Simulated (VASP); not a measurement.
# Li4F in VASP: single point with PBEsol

Aim: the single point of Li4F with PBEsol.

Everything below comes from runs of VASP 6.6.1. Logs are shortened: lines on timing, memory, paths and dates and some standing lists are left out, and cuts for length are marked.

### 1 The cell of the first run

The cell holds a slab with vacuum, 5 atoms: a = 3.053 Å, b = 3.053 Å, c = 25.477 Å, α = 90.00°, β = 90.00°, γ = 90.00°.

### 2 Single point, PBEsol

Contents of INCAR:

```
PREC = Accurate ; ENCUT = 520
EDIFF = 1E-6 ; ISMEAR = 0
SIGMA = 0.1 ; LREAL = F
LASPH = T ; NELM = 60
ALGO = Normal ; ISIF = 2
LWAVE = F ; LCHARG = F
LDIPOL = T ; IDIPOL = 3
DIPOL = 0.5 0.5 0.496 ; GGA = PS
NBANDS = 18
```

Contents of KPOINTS:

```
Automatic mesh
0
Gamma
  9 9 1
```

Contents of POSCAR:

```
Li4F
1.0
    3.0534023716      0.0000000000      0.0000000000
    0.0000000000      3.0534023716      0.0000000000
    0.0000000000      0.0000000000     25.4772445679
Li F
4 1
Direct
    0.5000000000      0.5000000000      0.3336310557
    0.0000000000      0.0000000000      0.4183765436
    0.5000000000      0.5000000000      0.5064914558
    0.0000000000      0.0000000000      0.5914671006
    0.2500000000      0.2500000000      0.6307514019
```

Potentials or basis: VASP PAW PBE potentials, release 64 (Li_sv, F).

Launch:

```sh
$ cat potpaw_PBE.64/Li_sv/POTCAR potpaw_PBE.64/F/POTCAR > POTCAR
$ mpirun -np 1 vasp_std > vasp.out
```

OUTCAR:

```text
PREC = Accurate
   ENCUT = 520
   EDIFF = 1E-6
   ISMEAR = 0
   LREAL = F
   LASPH = T
   NELM = 60
   ISIF = 2
   GGA = PS

 ion  position               nearest neighbor table
   1  0.500  0.500  0.334-
   2  0.000  0.000  0.418-
   3  0.500  0.500  0.506-
   4  0.000  0.000  0.591-   5 1.47
   5  0.250  0.250  0.631-   4 1.47

  LATTYP: Found a simple tetragonal cell.
 ALAT       =     3.0534023716
 C/A-ratio  =     8.3438870700

  Lattice vectors:

 A1 = (   3.0534023716,   0.0000000000,   0.0000000000)
 A2 = (   0.0000000000,   3.0534023716,   0.0000000000)
 A3 = (   0.0000000000,   0.0000000000,  25.4772445679)

Analysis of symmetry for initial positions (statically):
=====================================================================
 Subroutine PRICEL returns:
 Original cell was already a primitive cell.

 Routine SETGRP: Setting up the symmetry group for a
 simple tetragonal supercell.

 Subroutine GETGRP returns: Found  2 space group operations
 (whereof  2 operations were pure point group operations)
 out of a pool of 16 trial point group operations.

The static configuration has the point symmetry C_1h.

Analysis of symmetry for dynamics (positions and initial velocities):
=====================================================================
 Subroutine PRICEL returns:
 Original cell was already a primitive cell.

 Routine SETGRP: Setting up the symmetry group for a
 simple tetragonal supercell.

 Subroutine GETGRP returns: Found  2 space group operations
 (whereof  2 operations were pure point group operations)
 out of a pool of 16 trial point group operations.

The dynamic configuration has the point symmetry C_1h.

 Subroutine INISYM returns: Found  2 space group operations
 (whereof  2 operations are pure point group operations),
 and found     1 'primitive' translations

----------------------------------------------------------------------------------------

                                     Primitive cell

  volume of cell :     237.5311

  direct lattice vectors                    reciprocal lattice vectors
     3.053402372  0.000000000  0.000000000     0.327503512  0.000000000  0.000000000
     0.000000000  3.053402372  0.000000000     0.000000000  0.327503512  0.000000000
     0.000000000  0.000000000 25.477244568     0.000000000  0.000000000  0.039250712

  length of vectors
     3.053402372  3.053402372 25.477244568     0.327503512  0.327503512  0.039250712

  position of ions in fractional coordinates (direct lattice)
     0.500000000  0.500000000  0.333631056
     0.000000000  0.000000000  0.418376544
     0.500000000  0.500000000  0.506491456
     0.000000000  0.000000000  0.591467101
     0.250000000  0.250000000  0.630751402

  ion indices of the primitive-cell ions
   primitive index   ion index
                 1           1
                 2           2
                 3           3
                 4           4
                 5           5

----------------------------------------------------------------------------------------

 KPOINTS: Automatic mesh

Automatic generation of k-mesh.
 Grid dimensions read from file:
 generate k-points for:    9    9    1

 Generating k-lattice:

  Cartesian coordinates                     Fractional coordinates (reciprocal lattice)
     0.036389279  0.000000000  0.000000000     0.111111111  0.000000000  0.000000000
     0.000000000  0.036389279  0.000000000     0.000000000  0.111111111  0.000000000
     0.000000000  0.000000000  0.039250712     0.000000000  0.000000000  1.000000000

  Length of vectors
     0.036389279  0.036389279  0.039250712

  Shift w.r.t. Gamma in fractional coordinates (k-lattice)
     0.000000000  0.000000000  0.000000000

 Subroutine IBZKPT returns following result:
 ===========================================

 Found     25 irreducible k-points:

 Following reciprocal coordinates:
            Coordinates               Weight
  0.000000  0.000000  0.000000      1.000000
  0.111111  0.000000  0.000000      4.000000
  0.222222  0.000000  0.000000      4.000000
  0.333333  0.000000  0.000000      4.000000
  0.444444  0.000000  0.000000      4.000000
  0.111111  0.111111  0.000000      2.000000
[... 16 lines left out ...]
 -0.333333  0.444444  0.000000      4.000000
  0.444444  0.444444  0.000000      2.000000
   k-points           NKPTS =     25   k-points in BZ     NKDIM =     25   number of bands    NBANDS=     18
   number of dos      NEDOS =    301   number of ions     NIONS =      5
   total plane-waves  NPLWV = 110592
   dimension x,y,z NGX =    24 NGY =   24 NGZ =  192
   dimension x,y,z NGXF=    48 NGYF=   48 NGZF=  384
   ions per type =               4   1
   NGX,Y,Z   is equivalent  to a cutoff of  13.07, 13.07, 12.53 a.u.
   NGXF,Y,Z  is equivalent  to a cutoff of  26.13, 26.13, 25.06 a.u.
 SYSTEM =  unknown system
   PREC   = accura    normal or accurate (medium, high low for compatibility)
   ISTART =      0    job   : 0-new  1-cont  2-samecut
   ICHARG =      2    charge: 1-file 2-atom 10-const
   ISPIN  =      1    spin polarized calculation?
   LNONCOLLINEAR =      F non collinear calculations
   LSORBIT =      F    spin-orbit coupling
   LASPH  =      T    aspherical Exc in radial PAW
   ENCUT  =  520.0 eV  38.22 Ry    6.18 a.u.   5.68  5.68 47.37*2*pi/ulx,y,z
   NELM   =     60;   NELMIN=  2; NELMDL= -5     # of ELM steps
   EDIFF  = 0.1E-05   stopping-criterion for ELM
   LREAL  =      F    real-space projection
   EDIFFG = 0.1E-04   stopping-criterion for IOM
   NSW    =      0    number of steps for IOM
   IBRION =     -1    ionic relax: 0-MD 1-quasi-New 2-CG
   NFREE  =      0    steps in history (QN), initial steepest desc. (CG)
   ISIF   =      2    stress and relaxation
   ISYM   =      2    0-nonsym 1-usesym 2-fastsym
   POTIM  = 0.5000    time-step for ionic-motion
   TEBEG  =    0.0;   TEEND  =   0.0 temperature during run
   PSTRESS=    0.0 pullay stress
   NELECT =      19.0000    total number of electrons
   NUPDOWN=      -1.0000    fix difference up-down
   EMIN   =  10.00;   EMAX   =-10.00  energy-range for DOS
   EFERMI =   0.00;   METHOD = LEGACY
   ISMEAR =     0;   SIGMA  =   0.10  broadening in eV -4-tet -1-fermi 0-gaus
   EFERMI_NEDOS =   21; number of points for ismear=-14 and -15
   IALGO  =     38    algorithm
   IMIX   =      4    mixing-type and parameters
     AMIX     =   0.40;   BMIX     =  1.00
     AMIX_MAG =   1.60;   BMIX_MAG =  1.00
  volume/ion in A,a.u.               =      47.51       320.59
  Fermi-wavevector in a.u.,A,eV,Ry     =   0.705374  1.332963  6.769604  0.497552
  Thomas-Fermi vector in A             =   1.790868
   LORBIT       =      0    0 simple, 1 ext, 2 COOP (PROOUT), +10 PAW based schemes
   GGA     = PS    functional components
   LHFCALC =     F    Hartree Fock is set to
   AEXX    =    0.0000 exact exchange contribution
   IVDW    =     0    specifies the selected vdW correction
   LEPSILON=     F    determine dielectric tensor
   LRPA    =     F    only Hartree local field effects (RPA)
 non-spin polarized calculation
 Gauss-broadening in eV      SIGMA  =   0.10
  energy-cutoff  :      520.00
  volume of cell :      237.53
 maximum number of plane-waves:      6444
   NGX = 11   NGY = 11   NGZ = 95

 number of electron      19.0000029 magnetization

 dipolmoment           0.000000      0.000000      0.346558 electrons x Angstroem

 Free energy of the ion-electron system (eV)
  ---------------------------------------------------
  ext. energy  EPLUGINS =         0.00000000
  ---------------------------------------------------
  free energy    TOTEN  =       -12.57055641 eV

  energy without entropy =      -12.56129632  energy(sigma->0) =      -12.56592637

 E-fermi :  -4.2052     XC(G=0):  -3.2376

 val. band max:       -4.2420051035   @ k =   0.4444   0.0000   0.0000
 cond. band min:      -4.1550764421   @ k =   0.1111   0.1111   0.0000
 fundamental gap:      0.0869286615
 Fermi energy:        -4.2051911557

 k-point     1 :       0.0000    0.0000    0.0000
  band No.  band energies     occupation
      1     -50.6457      2.00000
      2     -50.4058      2.00000
      3     -50.0752      2.00000
      4     -47.2798      2.00000
      5     -23.9261      2.00000
      6      -7.4139      2.00000
[... 10 lines left out ...]
     17       4.3134      0.00000
     18       4.7293      0.00000

 k-point     2 :       0.1111    0.0000    0.0000
  band No.  band energies     occupation
      1     -50.6449      2.00000
      2     -50.4050      2.00000
      3     -50.0745      2.00000
      4     -47.2788      2.00000
      5     -23.9154      2.00000
      6      -7.2680      2.00000
[... 10 lines left out ...]
     17       3.2812      0.00000
     18       4.2555      0.00000

 k-point     3 :       0.2222    0.0000    0.0000
  band No.  band energies     occupation
      1     -50.6430      2.00000
      2     -50.4031      2.00000
      3     -50.0726      2.00000
      4     -47.2763      2.00000
      5     -23.8883      2.00000
      6      -6.8354      2.00000
[... 10 lines left out ...]
     17       2.8707      0.00000
     18       3.7736      0.00000

 k-point     4 :       0.3333    0.0000    0.0000
  band No.  band energies     occupation
      1     -50.6409      2.00000
      2     -50.4008      2.00000
      3     -50.0704      2.00000
      4     -47.2735      2.00000
      5     -23.8570      2.00000
      6      -6.2056      2.00000
[... 375 lines left out ...]
      4     -47.2656      2.00000
      5     -23.7702      2.00000
      6      -5.9313      2.00000
[... 10 lines left out ...]
     17       2.8137      0.00000
     18       3.2595      0.00000

 k-point    23 :      -0.3333    0.4444    0.0000
  band No.  band energies     occupation
      1     -50.6348      2.00000
      2     -50.3947      2.00000
      3     -50.0642      2.00000
      4     -47.2656      2.00000
      5     -23.7694      2.00000
      6      -5.9876      2.00000
[... 10 lines left out ...]
     17       2.8411      0.00000
     18       3.2577      0.00000

 k-point    24 :       0.4444    0.4444    0.0000
  band No.  band energies     occupation
      1     -50.6334      2.00000
      2     -50.3933      2.00000
      3     -50.0628      2.00000
      4     -47.2638      2.00000
      5     -23.7501      2.00000
      6      -5.9304      2.00000
[... 10 lines left out ...]
     17       1.6232      0.00000
     18       2.4889      0.00000

 [... further k-points ...]

------------------------ aborting loop because EDIFF is reached ----------------------------------------

 vacuum level on the upper side and lower side of the slab       (xc-potential included)         3.288        -3.298

  FORCE on cell =-STRESS in cart. coord.  units (eV):
  Direction    XX          YY          ZZ          XY          YZ          ZX
  --------------------------------------------------------------------------------------
  -------------------------------------------------------------------------------------
  Total        1.3134263      1.3134263     -0.2011535      1.9461766      2.3438491      2.3438461
  in kB        8.8592254      8.8592254     -1.3568054     13.1272058     15.8095572     15.8095364
  external PRESSURE =       5.4538818 kB  Pullay stress =       0.0000000 kB

 VOLUME and BASIS-vectors are now :
 -----------------------------------------------------------------------------
  energy-cutoff  :      520.00
  volume of cell :      237.53
      direct lattice vectors                 reciprocal lattice vectors
     3.053402372  0.000000000  0.000000000     0.327503512  0.000000000  0.000000000
     0.000000000  3.053402372  0.000000000     0.000000000  0.327503512  0.000000000
     0.000000000  0.000000000 25.477244568     0.000000000  0.000000000  0.039250712

 POSITION                                       TOTAL-FORCE (eV/Angst)
 -----------------------------------------------------------------------------------
      1.52670      1.52670      8.50000         0.000171      0.000171     -0.001344
      0.00000      0.00000     10.65908         0.000168      0.000168      0.091578
      1.52670      1.52670     12.90401        -0.050385     -0.050385     -0.034128
      0.00000      0.00000     15.06895        -2.187976     -2.187976     -0.250205
      0.76335      0.76335     16.06981         2.238023      2.238023      0.194100
 -----------------------------------------------------------------------------------
    total drift:                                0.000094      0.000094      0.000787

  FREE ENERGIE OF THE ION-ELECTRON SYSTEM (eV)
  ---------------------------------------------------
  free  energy   TOTEN  =       -12.5705564115 eV

  energy  without entropy=      -12.5612963197  energy(sigma->0) =      -12.56592637

 vacuum level on the upper side and lower side of the slab         5.692        -1.033
```

Run time: 3.5 min. Hardware: 1 thread of AMD EPYC 7R43 (Zen 3), shared host; peak memory 0.32 GiB.

What came out:

```yaml
Free_energy: -12.5706 eV
Largest_force: 3.171 eV/Å
```

Forces in eV/Å, atoms in the order of the input:
```
Li   0.000  0.000 -0.001
Li   0.000  0.000  0.092
Li  -0.050 -0.050 -0.034
Li  -2.188 -2.188 -0.250
F    2.238  2.238  0.194
```

Caveat: the cutoff is under 1.25 times the usual one of these potentials, so pressure, stress and relaxed cells hold a basis-set (Pulay) error; the PAW data sets were made with another functional, which shifts forces and pressure a little; an odd number of electrons without spin polarisation forces a metal; a magnetic or distorted state may lie lower.
